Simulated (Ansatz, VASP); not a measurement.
# F in VASP and in Ansatz

```
CELL_PARAMETERS angstrom
2.57973 -1.64517 0.21657
2.57973 1.64517 0.21657
-0.87926 0.00000 6.59605
ATOMIC_POSITIONS crystal
F 0.91082 0.59024 0.09554
F 0.40976 0.08918 0.40446
F 0.08918 0.40976 0.90446
F 0.59024 0.91082 0.59554
```

Alike in both runs: functional r2SCAN; k mesh 8 × 8 × 4; occupations gaussian, width 0.1 eV; no spin polarisation.

Ansatz relaxed the structure, and its values are those at the end. VASP's run is a single point on that final structure, the one shown.

|  | VASP | Ansatz |
| --- | --- | --- |
| version | VASP 6.6.1 | Ansatz 0.2.0 |
| potentials or method | VASP PAW PBE potentials, release 64 (F), cutoff 520 eV | scalar-relativistic, plane waves, PAW |
| valence electrons in the cell | 28 | 28 |

```tsv
	VASP	Ansatz	Ansatz less VASP
gap on the k mesh at the Fermi level (eV)	3.77	3.86	+0.087
least direct gap on the mesh (eV)	3.77	3.86	+0.087
pressure (GPa)	0.7	-0.1	-0.82
rms of the force components (eV/Å)	0.300	0.032	-0.2684
```

VASP's potentials were made for PBE, not for r2SCAN. With one functional, cell and mesh, what is left measures potentials, basis and numerics.
